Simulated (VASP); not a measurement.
# Ta2N (P-31m) in VASP: notebook

Ta2N is run at these levels: LDA; tasks: single point.

Everything below comes from runs of VASP 6.6.1. Logs are shortened: lines on timing, memory, paths and dates and some standing lists are left out, and cuts for length are marked.

## 1. The cell of the first run

It takes space group P-31m (No. 162, trigonal). The conventional cell has a = 5.096 Å, b = 5.096 Å, c = 5.141 Å, α = 90.00°, β = 90.00°, γ = 120.00°. Within 2.8 Å of Ta (site symmetry m) lie 3 N at 2.12 to 2.17 Å. N (site symmetry 32) has 6 Ta at 2.12 Å within 2.8 Å. N (site symmetry -3m) has 6 Ta at 2.17 Å within 2.9 Å.

## 2. Single point, LDA (c/a of the conventional cell at fixed volume 1.0087)

INCAR reads:

```
  PREC = Accurate
  ENCUT = 520
  EDIFF = 1E-6
  ISMEAR = 0
  SIGMA = 0.15
  LREAL = False
  LASPH = True
  NELM = 100
  ALGO = Normal
  ISIF = 2
  LWAVE = False
  LCHARG = False
  NBANDS = 50
```

KPOINTS reads:

```
Automatic mesh
0
Gamma
  9 9 8
```

POSCAR reads:

```
Ta2N
1.0
    5.0963826899      0.0000000000      0.0000000000
   -2.5481913449      4.4135968768      0.0000000000
    0.0000000000      0.0000000000      5.1407212193
Ta N
6 3
Direct
    0.6549760690      0.6549760690      0.7526041962
    0.0000000000      0.3450239310      0.7526041962
    0.3450239310      0.0000000000      0.7526041962
    0.3450239310      0.3450239310      0.2473958038
    0.0000000000      0.6549760690      0.2473958038
    0.6549760690      0.0000000000      0.2473958038
    0.6666666667      0.3333333333      0.5000000000
    0.3333333333      0.6666666667      0.5000000000
    0.0000000000      0.0000000000      0.0000000000
```

Potentials or basis: VASP PAW LDA potentials, release 64 (Ta_pv, N).

The run is started by

```bash
$ cat potpaw_LDA.64/Ta_pv/POTCAR potpaw_LDA.64/N/POTCAR > POTCAR
$ mpirun -np 1 vasp_std > vasp.out
```

OUTCAR:

```text
PREC = Accurate
   ENCUT = 520
   EDIFF = 1E-6
   ISMEAR = 0
   LREAL = False
   LASPH = True
   NELM = 100
   ISIF = 2

 ion  position               nearest neighbor table
   1  0.655  0.655  0.753-   7 2.12   8 2.12   9 2.17   3 2.89   3 2.89   2 2.89   2 2.89   4 2.99
                             4 3.04   2 3.05   3 3.05   6 3.09   5 3.09   6 3.14   5 3.14
   2  0.000  0.345  0.753-   7 2.12   8 2.12   9 2.17   3 2.89   1 2.89   3 2.89   1 2.89   5 2.99
                             5 3.04   1 3.05   3 3.05   6 3.09   4 3.09   6 3.14   4 3.14
   3  0.345  0.000  0.753-   8 2.12   7 2.12   9 2.17   1 2.89   2 2.89   1 2.89   2 2.89   6 2.99
                             6 3.04   2 3.05   1 3.05   4 3.09   5 3.09   4 3.14   5 3.14
   4  0.345  0.345  0.247-   8 2.12   7 2.12   9 2.17   6 2.89   6 2.89   5 2.89   5 2.89   1 2.99
                             1 3.04   5 3.05   6 3.05   3 3.09   2 3.09   3 3.14   2 3.14
   5  0.000  0.655  0.247-   8 2.12   7 2.12   9 2.17   6 2.89   4 2.89   6 2.89   4 2.89   2 2.99
                             2 3.04   4 3.05   6 3.05   3 3.09   1 3.09   3 3.14   1 3.14
   6  0.655  0.000  0.247-   7 2.12   8 2.12   9 2.17   4 2.89   5 2.89   4 2.89   5 2.89   3 2.99
                             3 3.04   5 3.05   4 3.05   1 3.09   2 3.09   1 3.14   2 3.14
   7  0.667  0.333  0.500-   6 2.12   2 2.12   3 2.12   5 2.12   1 2.12   4 2.12
   8  0.333  0.667  0.500-   3 2.12   5 2.12   6 2.12   2 2.12   4 2.12   1 2.12
   9  0.000  0.000  0.000-   2 2.17   5 2.17   4 2.17   1 2.17   3 2.17   6 2.17

  LATTYP: Found a hexagonal cell.
 ALAT       =     5.0963826899
 C/A-ratio  =     1.0087000000

  Lattice vectors:

 A1 = (   5.0963826899,   0.0000000000,   0.0000000000)
 A2 = (  -2.5481913449,   4.4135968768,   0.0000000000)
 A3 = (   0.0000000000,   0.0000000000,   5.1407212193)

Analysis of symmetry for initial positions (statically):
=====================================================================
 Subroutine PRICEL returns:
 Original cell was already a primitive cell.

 Routine SETGRP: Setting up the symmetry group for a
 hexagonal supercell.

 Subroutine GETGRP returns: Found 12 space group operations
 (whereof 12 operations were pure point group operations)
 out of a pool of 24 trial point group operations.

The static configuration has the point symmetry D_3d.

Analysis of symmetry for dynamics (positions and initial velocities):
=====================================================================
 Subroutine PRICEL returns:
 Original cell was already a primitive cell.

 Routine SETGRP: Setting up the symmetry group for a
 hexagonal supercell.

 Subroutine GETGRP returns: Found 12 space group operations
 (whereof 12 operations were pure point group operations)
 out of a pool of 24 trial point group operations.

The dynamic configuration has the point symmetry D_3d.

 Subroutine INISYM returns: Found 12 space group operations
 (whereof 12 operations are pure point group operations),
 and found     1 'primitive' translations

----------------------------------------------------------------------------------------

                                     Primitive cell

  volume of cell :     115.6322

  direct lattice vectors                    reciprocal lattice vectors
     5.096382690  0.000000000  0.000000000     0.196217604  0.113286286  0.000000000
    -2.548191345  4.413596877  0.000000000     0.000000000  0.226572573  0.000000000
     0.000000000  0.000000000  5.140721219     0.000000000  0.000000000  0.194525234

  length of vectors
     5.096382690  5.096382690  5.140721219     0.226572573  0.226572573  0.194525234

  position of ions in fractional coordinates (direct lattice)
     0.654976069  0.654976069  0.752604196
     1.000000000  0.345023931  0.752604196
     0.345023931  0.000000000  0.752604196
     0.345023931  0.345023931  0.247395804
     1.000000000  0.654976069  0.247395804
     0.654976069  0.000000000  0.247395804
     0.666666667  0.333333333  0.500000000
     0.333333333  0.666666667  0.500000000
     0.000000000  0.000000000  0.000000000

  ion indices of the primitive-cell ions
   primitive index   ion index
                 1           1
                 2           2
                 3           3
                 4           4
                 5           5
                 6           6
                 7           7
                 8           8
                 9           9

----------------------------------------------------------------------------------------

 KPOINTS: Automatic mesh

Automatic generation of k-mesh.
 Grid dimensions read from file:
 generate k-points for:    9    9    8

 Generating k-lattice:

  Cartesian coordinates                     Fractional coordinates (reciprocal lattice)
     0.021801956  0.012587365  0.000000000     0.111111111 -0.000000000  0.000000000
     0.000000000  0.025174730  0.000000000     0.000000000  0.111111111  0.000000000
[... 43 lines left out ...]
   EDIFF  = 0.1E-05   stopping-criterion for ELM
   LREAL  =      F    real-space projection
   EDIFFG = 0.1E-04   stopping-criterion for IOM
   NSW    =      0    number of steps for IOM
   IBRION =     -1    ionic relax: 0-MD 1-quasi-New 2-CG
   NFREE  =      0    steps in history (QN), initial steepest desc. (CG)
   ISIF   =      2    stress and relaxation
   ISYM   =      2    0-nonsym 1-usesym 2-fastsym
   POTIM  = 0.5000    time-step for ionic-motion
   TEBEG  =    0.0;   TEEND  =   0.0 temperature during run
   PSTRESS=    0.0 pullay stress
   NELECT =      81.0000    total number of electrons
   NUPDOWN=      -1.0000    fix difference up-down
   EMIN   =  10.00;   EMAX   =-10.00  energy-range for DOS
   EFERMI =   0.00;   METHOD = LEGACY
   ISMEAR =     0;   SIGMA  =   0.15  broadening in eV -4-tet -1-fermi 0-gaus
   EFERMI_NEDOS =   21; number of points for ismear=-14 and -15
   IALGO  =     38    algorithm
   IMIX   =      4    mixing-type and parameters
     AMIX     =   0.40;   BMIX     =  1.00
     AMIX_MAG =   1.60;   BMIX_MAG =  1.00
  volume/ion in A,a.u.               =      12.85        86.70
  Fermi-wavevector in a.u.,A,eV,Ry     =   1.453930  2.747530 28.761537  2.113913
  Thomas-Fermi vector in A             =   2.571140
   LORBIT       =      0    0 simple, 1 ext, 2 COOP (PROOUT), +10 PAW based schemes
   GGA     = CA    functional components
   LHFCALC =     F    Hartree Fock is set to
   AEXX    =    0.0000 exact exchange contribution
   IVDW    =     0    specifies the selected vdW correction
   LEPSILON=     F    determine dielectric tensor
   LRPA    =     F    only Hartree local field effects (RPA)
 non-spin polarized calculation
 Gauss-broadening in eV      SIGMA  =   0.15
  energy-cutoff  :      520.00
  volume of cell :      115.63
 maximum number of plane-waves:      3141
 NGX is ok and might be reduce to    40

 number of electron      80.9999999 magnetization

 Free energy of the ion-electron system (eV)
  ---------------------------------------------------
  ext. energy  EPLUGINS =         0.00000000
  ---------------------------------------------------
  free energy    TOTEN  =      -113.45610650 eV

  energy without entropy =     -113.42703601  energy(sigma->0) =     -113.44157126

 E-fermi :   7.7341     XC(G=0): -13.3390

 val. band max:        7.7332993354   @ k =  -0.1111   0.4444   0.1250
 cond. band min:       7.7351460346   @ k =   0.0000   0.0000   0.1250
 fundamental gap:      0.0018466992
 Fermi energy:         7.7340591114

 k-point     1 :       0.0000    0.0000    0.0000
  band No.  band energies     occupation
      1     -27.7783      2.00000
      2     -27.5767      2.00000
      3     -27.2694      2.00000
      4     -27.2584      2.00000
      5     -27.2584      2.00000
      6     -27.2396      2.00000
[... 42 lines left out ...]
     49      11.1156      0.00000
     50      11.3081      0.00000

 k-point     2 :       0.1111    0.0000    0.0000
  band No.  band energies     occupation
      1     -27.7676      2.00000
      2     -27.5913      2.00000
      3     -27.3542      2.00000
      4     -27.2895      2.00000
      5     -27.2760      2.00000
      6     -27.2165      2.00000
[... 1158 lines left out ...]
 k-point    24 :       0.4444    0.1111    0.1250
  band No.  band energies     occupation
      1     -27.6904      2.00000
      2     -27.4933      2.00000
      3     -27.4849      2.00000
      4     -27.3616      2.00000
      5     -27.2375      2.00000
      6     -27.2349      2.00000
[... 42 lines left out ...]
     49      10.8620      0.00000
     50      11.2259      0.00000

 [... further k-points ...]
[... 5 lines left out ...]
  --------------------------------------------------------------------------------------
  -------------------------------------------------------------------------------------
  Total        6.8010802      6.8010802     -7.6480130      0.0000000      0.0000000      0.0000000
  in kB       94.2344570     94.2344570   -105.9693945      0.0000000      0.0000000      0.0000000
  external PRESSURE =      27.4998398 kB  Pullay stress =       0.0000000 kB

 VOLUME and BASIS-vectors are now :
 -----------------------------------------------------------------------------
  energy-cutoff  :      520.00
  volume of cell :      115.63
      direct lattice vectors                 reciprocal lattice vectors
     5.096382690  0.000000000  0.000000000     0.196217604  0.113286286  0.000000000
    -2.548191345  4.413596877  0.000000000     0.000000000  0.226572573  0.000000000
     0.000000000  0.000000000  5.140721219     0.000000000  0.000000000  0.194525234

 POSITION                                       TOTAL-FORCE (eV/Angst)
 -----------------------------------------------------------------------------------
      1.66900      2.89080      3.86893         0.782723      1.355716      0.635238
     -0.87919      1.52280      3.86893         0.782723     -1.355716      0.635238
      1.75837      0.00000      3.86893        -1.565446      0.000000      0.635238
      0.87919      1.52280      1.27179        -0.782723     -1.355716     -0.635238
     -1.66900      2.89080      1.27179        -0.782723      1.355716     -0.635238
      3.33801      0.00000      1.27179         1.565446     -0.000000     -0.635238
      2.54819      1.47120      2.57036        -0.000000      0.000000     -0.000000
     -0.00000      2.94240      2.57036        -0.000000     -0.000000     -0.000000
      0.00000      0.00000      0.00000        -0.000000      0.000000     -0.000000
 -----------------------------------------------------------------------------------
    total drift:                               -0.000000     -0.000000      0.000000

  FREE ENERGIE OF THE ION-ELECTRON SYSTEM (eV)
  ---------------------------------------------------
  free  energy   TOTEN  =      -113.4561065048 eV

  energy  without entropy=     -113.4270360056  energy(sigma->0) =     -113.44157126
```

It took 12 min on 1 thread of Oxide Virtual Turin-like, shared host; peak memory 0.4 GiB.

What came out:

```yaml
Free_energy: -113.4561 eV
Pressure: 2.7 GPa
Largest_force: 1.689 eV/Å
```

Forces in eV/Å, atoms in the order of the input:
```
Ta   0.783  1.356  0.635
Ta   0.783 -1.356  0.635
Ta  -1.565  0.000  0.635
Ta  -0.783 -1.356 -0.635
Ta  -0.783  1.356 -0.635
Ta   1.565  0.000 -0.635
N    0.000  0.000  0.000
N    0.000  0.000  0.000
N    0.000  0.000  0.000
```

Stress tensor (GPa, compression positive):
```
  9.42   0.00   0.00
  0.00   9.42   0.00
  0.00   0.00 -10.60
```

Caveat: spin-orbit coupling is left out, which moves the levels of the heavy elements; forces of over 1 eV/Å act on the atoms, so gaps and moduli don't describe the material at rest.

## 3. Single point, LDA (c/a of the conventional cell at fixed volume 1.0087)

INCAR reads:

```
ALGO = Normal
EDIFF = 1E-6
ENCUT = 520
GGA = CA
ISIF = 2
ISMEAR = 0
LASPH = True
LCHARG = False
LREAL = False
LWAVE = False
NBANDS = 50
NELM = 100
PREC = Accurate
SIGMA = 0.15
```

KPOINTS reads:

```
k-points
0
Gamma
  9 9 8
```

POSCAR reads:

```
Ta2N
1.0
    5.0963826899      0.0000000000      0.0000000000
   -2.5481913449      4.4135968768      0.0000000000
    0.0000000000      0.0000000000      5.1407212193
Ta N
6 3
Direct
    0.6788818548      0.6788818548      0.7526041962
    0.0000000000      0.3211181452      0.7526041962
    0.3211181452      0.0000000000      0.7526041962
    0.3211181452      0.3211181452      0.2473958038
    0.0000000000      0.6788818548      0.2473958038
    0.6788818548      0.0000000000      0.2473958038
    0.6666666667      0.3333333333      0.5000000000
    0.3333333333      0.6666666667      0.5000000000
    0.0000000000      0.0000000000      0.0000000000
```

Potentials or basis: VASP PAW LDA potentials, release 64 (Ta_pv, N).

The run is started by

```bash
$ cat potpaw_LDA.64/Ta_pv/POTCAR potpaw_LDA.64/N/POTCAR > POTCAR
$ mpirun -np 1 vasp_std > vasp.out
```

Run time: 7.8 min. Hardware: 1 thread of Oxide Virtual Turin-like, shared host; peak memory 0.4 GiB.

Results (log left out):

- Free energy: -113.3294 eV
- Pressure: 3.6 GPa
- Largest force: 2.127 eV/Å

Forces on the atoms (eV/Å):
```
Ta  -1.019 -1.765 -0.612
Ta  -1.019  1.765 -0.612
Ta   2.038  0.000 -0.612
Ta   1.019  1.765  0.612
Ta   1.019 -1.765  0.612
Ta  -2.038  0.000  0.612
N    0.000  0.000  0.000
N    0.000  0.000  0.000
N    0.000  0.000  0.000
```

Stress tensor (GPa, compression positive):
```
 10.67   0.00   0.00
  0.00  10.67   0.00
  0.00   0.00 -10.64
```

Levels at points of the mesh, in eV from the Fermi level:
| k point | band 38 | band 39 | band 40 | band 41 | band 42 | band 43 | band 44 | band 45 |
| --- | --- | --- | --- | --- | --- | --- | --- | --- |
| (0.00, 0.00, 0.00) | -1.43 | -0.86 | -0.18 | -0.18 | 0.03 | 0.03 | 1.50 | 1.50 |
| (0.00, 0.00, 0.50) | -1.36 | -1.36 | -1.06 | -1.06 | 0.60 | 0.60 | 0.94 | 2.09 |

Caveat: spin-orbit coupling is left out, which moves the levels of the heavy elements; forces of over 1 eV/Å act on the atoms, so gaps and moduli don't describe the material at rest.

## 4. Single point, LDA (c/a of the conventional cell at fixed volume 0.9900)

INCAR reads:

```
PREC = Accurate ; ENCUT = 520
EDIFF = 1E-6 ; ISMEAR = 0
SIGMA = 0.15 ; LREAL = F
LASPH = T ; NELM = 100
ALGO = Normal ; ISIF = 2
LWAVE = F ; LCHARG = T
GGA = CA ; LELF = T
LVHAR = T ; NBANDS = 50
```

KPOINTS reads:

```
regular mesh
0
Gamma
  9 9 8
```

POSCAR reads:

```
Ta2N
1.0
    5.1282710815      0.0000000000      0.0000000000
   -2.5641355407      4.4412130340      0.0000000000
    0.0000000000      0.0000000000      5.0769883706
Ta N
6 3
Direct
    0.7147405334      0.7147405334      0.7526041962
    0.0000000000      0.2852594666      0.7526041962
    0.2852594666      0.0000000000      0.7526041962
    0.2852594666      0.2852594666      0.2473958038
    0.0000000000      0.7147405334      0.2473958038
    0.7147405334      0.0000000000      0.2473958038
    0.6666666667      0.3333333333      0.5000000000
    0.3333333333      0.6666666667      0.5000000000
    0.0000000000      0.0000000000      0.0000000000
```

The run is started by

```bash
$ cat potpaw_LDA.64/Ta_pv/POTCAR potpaw_LDA.64/N/POTCAR > POTCAR
$ mpirun -np 1 vasp_std > vasp.out
```

Wall time 13 min (1 thread of Oxide Virtual Turin-like, shared host); peak memory 0.4 GiB.

The run converged. Its results:

| Property | Result |
| --- | --- |
| Free energy | -107.3635 eV |
| Pressure | 28.2 GPa |
| Largest force | 10.423 eV/Å |

Forces in eV/Å, atoms in the order of the input:
```
Ta  -4.947 -8.568 -3.279
Ta  -4.947  8.568 -3.279
Ta   9.894  0.000 -3.279
Ta   4.947  8.568  3.279
Ta   4.947 -8.568  3.279
Ta  -9.894  0.000  3.279
N    0.000  0.000  0.000
N    0.000  0.000  0.000
N    0.000  0.000  0.000
```

Stress tensor (GPa, compression positive):
```
35.98  0.00  0.00
 0.00 35.98  0.00
 0.00  0.00 12.57
```

Levels at points of the mesh, in eV from the Fermi level:
| k point | band 39 | band 40 | band 41 | band 42 | band 43 | band 44 |
| --- | --- | --- | --- | --- | --- | --- |
| (0.00, 0.00, 0.00) | -0.50 | -0.08 | -0.08 | 0.40 | 0.40 | 1.77 |
| (0.00, 0.00, 0.50) | -0.68 | -0.68 | -0.62 | 0.05 | 0.05 | 1.98 |

Caveat: spin-orbit coupling is left out, which moves the levels of the heavy elements; forces of over 1 eV/Å act on the atoms, so gaps and moduli don't describe the material at rest.

## 5. Single point, LDA (c/a of the conventional cell at fixed volume 0.9526)

INCAR reads:

```
SYSTEM = Ta2N
PREC = Accurate
ENCUT = 520
EDIFF = 1E-6
ISMEAR = 0
SIGMA = 0.15
LREAL = .False.
LASPH = .True.
NELM = 100
ALGO = Normal
ISIF = 2
LWAVE = .False.
LCHARG = .False.
GGA = CA
NBANDS = 50
```

KPOINTS reads:

```
regular mesh
0
Gamma
  9 9 8
  0 0 0
```

POSCAR reads:

```
Ta2N
1.0
    5.1945250684      0.0000000000      0.0000000000
   -2.5972625342      4.4985906699      0.0000000000
    0.0000000000      0.0000000000      4.9483045802
Ta N
6 3
Direct
    0.6430231761      0.6430231761      0.7526041962
    0.0000000000      0.3569768239      0.7526041962
    0.3569768239      0.0000000000      0.7526041962
    0.3569768239      0.3569768239      0.2473958038
    0.0000000000      0.6430231761      0.2473958038
    0.6430231761      0.0000000000      0.2473958038
    0.6666666667      0.3333333333      0.5000000000
    0.3333333333      0.6666666667      0.5000000000
    0.0000000000      0.0000000000      0.0000000000
```

The run is started by

```bash
$ cat potpaw_LDA.64/Ta_pv/POTCAR potpaw_LDA.64/N/POTCAR > POTCAR
$ mpirun -np 1 vasp_std > vasp.out
```

Wall time 12 min (1 thread of Oxide Virtual Turin-like, shared host); peak memory 0.4 GiB.

Results (log left out):

```
Free energy   : -112.9245 eV
Pressure      : 5.7 GPa
Largest force : 3.391 eV/Å
```

Forces in eV/Å, atoms in the order of the input:
```
Ta   1.581  2.738  1.227
Ta   1.581 -2.738  1.227
Ta  -3.161  0.000  1.227
Ta  -1.581 -2.738 -1.227
Ta  -1.581  2.738 -1.227
Ta   3.161  0.000 -1.227
N    0.000  0.000  0.000
N    0.000  0.000  0.000
N    0.000  0.000  0.000
```

Stress tensor (GPa, compression positive):
```
7.27 0.00 0.00
0.00 7.27 0.00
0.00 0.00 2.49
```

Levels at points of the mesh, in eV from the Fermi level:
```tsv
k point	band 39	band 40	band 41	band 42	band 43	band 44
(0.00, 0.00, 0.00)	-0.67	-0.67	-0.41	-0.41	-0.31	0.88
(0.00, 0.00, 0.50)	-1.13	-1.13	-0.76	0.59	0.59	0.59
```

Caveat: spin-orbit coupling is left out, which moves the levels of the heavy elements; forces of over 1 eV/Å act on the atoms, so gaps and moduli don't describe the material at rest.

## 6. Overview

| cell | gap on the mesh (eV) | pressure (GPa) | largest force (eV/Å) |
| --- | --- | --- | --- |
| a = 5.096, b = 5.096, c = 5.141 Å, angles 90.0, 90.0, 120.0°, 9 atoms | none | 3.6 | 2.13 |
| a = 5.128, b = 5.128, c = 5.077 Å, angles 90.0, 90.0, 120.0°, 9 atoms | none | 28.2 | 10.42 |
| a = 5.195, b = 5.195, c = 4.948 Å, angles 90.0, 90.0, 120.0°, 9 atoms | none | 5.7 | 3.39 |

Some of these runs hold the atoms at other places in the same cell, which the table doesn't show; runs alike in all that it shows share one row.

Alike in all rows: task single point; level LDA; potentials or basis VASP PAW LDA potentials, release 64 (Ta_pv, N); no spin polarisation; k mesh 9 × 9 × 8; cutoff (eV) 520; smearing gaussian 0.15 eV.

Caveats: spin-orbit coupling is left out, which moves the levels of the heavy elements; forces of over 1 eV/Å act on the atoms, so gaps and moduli don't describe the material at rest.

Total energies depend on the potentials used, so only differences within one code and one set of settings carry meaning.
